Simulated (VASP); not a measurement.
Set up this calculation in VASP 6.6.1, as the native input.

| Item | Value |
| --- | --- |
| Task | single point |
| Functional | BLYP |
| Dispersion | D3(BJ) |
| Potentials or basis | VASP PAW PBE potentials, release 64 (Ti_sv, O) |
| Cutoff | 520 eV |
| k mesh | 6 × 6 × 9 |
| Occupations | fermi-dirac, width 0.05 eV |
| Spin | no spin polarisation |
| Dipole correction | no |
| Further INCAR settings | ALGO = Normal; EDIFF = 1e-07; NBANDS = 33 |

The structure of TiO2 lies in POSCAR:

```
TiO2
1.0
    4.5376697393      0.0000000000      0.0000000000
    0.0000000000      4.5376697393      0.0000000000
    0.0000000000      0.0000000000      2.9192192849
Ti O
2 4
Direct
    0.0000000000      0.0000000000      0.5000000000
    0.5000000000      0.5000000000      0.0000000000
    0.3043213200      0.3043213200      0.5000000000
    0.1956786800      0.8043213200      0.0000000000
    0.8043213200      0.1956786800      0.0000000000
    0.6956786800      0.6956786800      0.5000000000
```

These files were run (other wordings do the same):

INCAR

```
  AGGAC = 1.0
  AGGAX = 1.0
  ALDAC = 0.0
  ALDAX = 1.0
  ALGO = Normal
  EDIFF = 1E-7
  ENCUT = 520
  GGA = B5
  ISIF = 2
  ISMEAR = -1
  IVDW = 12
  LASPH = True
  LCHARG = False
  LREAL = False
  LWAVE = False
  NBANDS = 33
  NELM = 100
  PREC = Accurate
  SIGMA = 0.05
  VDW_A1 = 0.4298
  VDW_A2 = 4.2359
  VDW_S6 = 1.0
  VDW_S8 = 2.6996
```

KPOINTS

```
k-points
0
Gamma
  6 6 9
```

Potentials or basis: VASP PAW PBE potentials, release 64 (Ti_sv, O).

The run is started by

```console
$ cat potpaw_PBE.64/Ti_sv/POTCAR potpaw_PBE.64/O/POTCAR > POTCAR
$ mpirun -np 1 vasp_std > vasp.out
```

Results of the run:

| Item | Value |
| --- | --- |
| Pressure | 13.1 GPa |
| Largest force | 0.322 eV/Å |
| Band gap on the k mesh | 1.93 eV, direct |
| Dispersion energy per atom | -0.566 eV |

Caveat: the PAW data sets were made with another functional, which shifts forces and pressure a little.

Run time: 2.1 min on 1 thread of Intel(R) Xeon(R) Platinum 8259CL CPU @ 2.50GHz (Skylake/Cascade Lake), on a shared host, peak memory 0.22 GiB.
